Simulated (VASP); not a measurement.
A run of VASP 6.6.1 is set up as follows.

The input INCAR:

```
SYSTEM = W4C
PREC = Accurate
ENCUT = 520
EDIFF = 1E-7
ISMEAR = 0
SIGMA = 0.1
LREAL = .False.
LASPH = .True.
NELM = 60
ALGO = Normal
ISIF = 2
LWAVE = .False.
LCHARG = .False.
LDIPOL = .True.
IDIPOL = 3
DIPOL = 0.5 0.5 0.338
GGA = PE
NBANDS = 38
```

Contents of KPOINTS:

```
regular mesh
0
Gamma
  9 7 1
  0 0 0
```

File POSCAR:

```
W4C
1.0
    2.8547213223      0.0000000000      0.0000000000
    0.0000000000      4.0371856107      0.0000000000
    0.0000000000      0.0000000000     19.4570327473
W C
4 1
Direct
    0.5000000000      0.5000000000      0.2055811928
    0.0000000000      0.0000000000      0.2789408195
    0.5000000000      0.5000000000      0.3513926690
    0.0000000000      0.0000000000      0.4089540708
    0.3333333333      0.5000000000      0.4468437724
```

Potentials or basis: VASP PAW PBE potentials, release 64 (W_sv, C).

Run with:

```console
$ cat potpaw_PBE.64/W_sv/POTCAR potpaw_PBE.64/C/POTCAR > POTCAR
$ mpirun -np 1 vasp_std > vasp.out
```

Question: What does it give for the band gap on the k mesh?

Answer: Zero (bands 30 and 31 overlap by 1.43 eV).

Question: Predict the largest force.

Answer: 4.448 eV/Å.

Forces on the atoms (eV/Å):
```
W   -0.059  0.000  1.700
W    0.184  0.000 -2.970
W    0.874  0.000 -3.237
W    0.375  0.000  4.432
C   -1.373  0.000  0.075
```

Caveat: spin-orbit coupling is left out, which moves the levels of the heavy elements.
